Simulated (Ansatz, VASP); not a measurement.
**One calculation of TaN, two programs**

File INCAR:

```
SYSTEM = TaN
ALGO     = Normal         ! electronic algorithm
EDIFF    = 1E-8           ! SCF threshold, eV
ENCUT    = 520            ! plane-wave cutoff, eV
GGA      = PE             ! functional
ISIF     = 2              ! what is computed and relaxed
ISMEAR   = -1             ! smearing method
LASPH    = .True.         ! aspherical terms in the spheres
LCHARG   = .False.        ! write CHGCAR
LEFG     = .True.       
LREAL    = .False.        ! projectors in reciprocal space
LWAVE    = .False.        ! write WAVECAR
NBANDS   = 33             ! bands
NELM     = 60             ! most SCF steps
PREC     = Accurate       ! precision mode
SIGMA    = 0.01           ! smearing width, eV
```

The input KPOINTS:

```
k-points
0
Gamma
  6 6 9
  0 0 0
```

The input POSCAR:

```
TaN
1.0
    5.1786228078      0.0000000000      0.0000000000
   -2.5893114038      4.4848189081      0.0000000000
    0.0000000000      0.0000000000      2.9012641413
Ta N
3 3
Direct
    0.3333333333      0.6666666667      0.5000000000
    0.6666666667      0.3333333333      0.5000000000
    0.0000000000      0.0000000000      0.0000000000
    0.3928500000      0.0000000000      0.0000000000
    0.6071500000      0.6071500000      0.0000000000
    0.0000000000      0.3928500000      0.0000000000
```

Input for Ansatz:

```yaml
crystal:
  lattice:
    - [5.1786228078, 0.0, 0.0]
    - [-2.5893114038, 4.4848189081, 0.0]
    - [0.0, 0.0, 2.9012641413]
  atoms:
    - { symbol: Ta, position: [0.3333333333, 0.6666666667, 0.5] }
    - { symbol: Ta, position: [0.6666666667, 0.3333333333, 0.5] }
    - { symbol: Ta, position: [0.0, 0.0, 0.0] }
    - { symbol: "N", position: [0.39285, 0.0, 0.0] }
    - { symbol: "N", position: [0.60715, 0.60715, 0.0] }
    - { symbol: "N", position: [0.0, 0.39285, 0.0] }
kpoints:
  mp_grid: { grid: [6, 6, 9] }
scf:
  occupations: { method: fermi_dirac, width: 0.01 }
hamiltonian:
  xc: pbe
  pseudopotentials: { kind: all_electron, datasets: crystal }
output:
  forces: true
  stress: true
  eigenvalues: true
  efg: { contact_densities: true }
```

Change from the starting cell: volume scaled by 0.99, crystal datasets.

Alike in both runs: task electric field gradients; functional PBE; k mesh 6 × 6 × 9; occupations fermi-dirac, width 0.01 eV; no spin polarisation.

```csv
,VASP,Ansatz
version,VASP 6.6.1,Ansatz 0.2.0
potentials or method,"VASP PAW PBE potentials, release 64 (Ta_pv, N), cutoff 520 eV","all-electron PAW with datasets made for the crystal, scalar-relativistic"
```

|  | VASP | Ansatz | Ansatz less VASP |
| --- | --- | --- | --- |
| pressure (GPa) | 9.1 | 8.4 | -0.75 |
| traceless stress, the component that is largest in VASP (GPa) | -0.09 | 0.08 | +0.177 |
| rms of the force components (eV/Å) | 0.042 | 0.034 | -0.0082 |
| size of Vzz on the site where it differs most (V/Å²) | 179.1 | 110.2 | -68.97 |

Atom by atom the forces differ by 0.008 eV/Å (rms over components). Ansatz ran all-electron here, and VASP with PAW potentials.

Spin-orbit coupling is off throughout.
